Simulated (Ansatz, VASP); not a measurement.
**One calculation of AlNi, two programs**

Contents of INCAR:

```
SYSTEM = AlNi
  PREC = Accurate
  ENCUT = 520
  EDIFF = 1E-6
  ISMEAR = 0
  SIGMA = 0.1
  LREAL = .False.
  LASPH = .True.
  NELM = 100
  ALGO = Fast
  ISIF = 2
  LWAVE = .False.
  LCHARG = .False.
  GGA = PS
  NBANDS = 14
```

Contents of KPOINTS:

```
Automatic mesh
0
Gamma
  12 12 12
  0 0 0
```

POSCAR

```
AlNi
1.0
    2.8621655518      0.0000000000      0.0000000000
    0.0000000000      2.8621655518      0.0000000000
    0.0000000000      0.0000000000      2.8621655518
Al Ni
1 1
Direct
    0.0000000000      0.0000000000      0.0000000000
    0.5000000000      0.5000000000      0.5000000000
```

Input for Ansatz:

```yaml
crystal:
  lattice:
    - [2.8621655518, 0.0, 0.0]
    - [0.0, 2.8621655518, 0.0]
    - [0.0, 0.0, 2.8621655518]
  atoms:
    - { symbol: Al, position: [0.0, 0.0, 0.0] }
    - { symbol: Ni, position: [0.5, 0.5, 0.5] }
basis:
  ecutwfc: 420
kpoints:
  mp_grid: { grid: [12, 12, 12] }
hamiltonian:
  xc: pbesol
scf:
  occupations: { method: gaussian, width: 0.1 }
output:
  forces: true
  stress: true
  eigenvalues: true
```

Alike in both runs: task single point; functional PBEsol; k mesh 12 × 12 × 12; occupations gaussian, width 0.1 eV; no spin polarisation.

|  | VASP | Ansatz |
| --- | --- | --- |
| version | VASP 6.6.1 | Ansatz 0.2.0 |
| potentials or method | VASP PAW PBE potentials, release 64 (Al, Ni), cutoff 520 eV | scalar-relativistic, plane waves, PAW |
| valence electrons in the cell | 13 | 21 |

VASP gave:

| Quantity | Value |
| --- | --- |
| gap on the k mesh at the Fermi level (eV) | none |
| pressure (GPa) | -0.2 |

Task: What did Ansatz give for the same quantities?

Result: gap on the k mesh at the Fermi level (eV): none; pressure (GPa): 0.1.

VASP's potentials were made for PBE, not for PBEsol. A gap of «none» marks a metal or a gap that the smearing closes. VASP's potentials hold 13 valence electrons a cell and Ansatz's 21, so a difference there can come from the potentials and not from the codes.
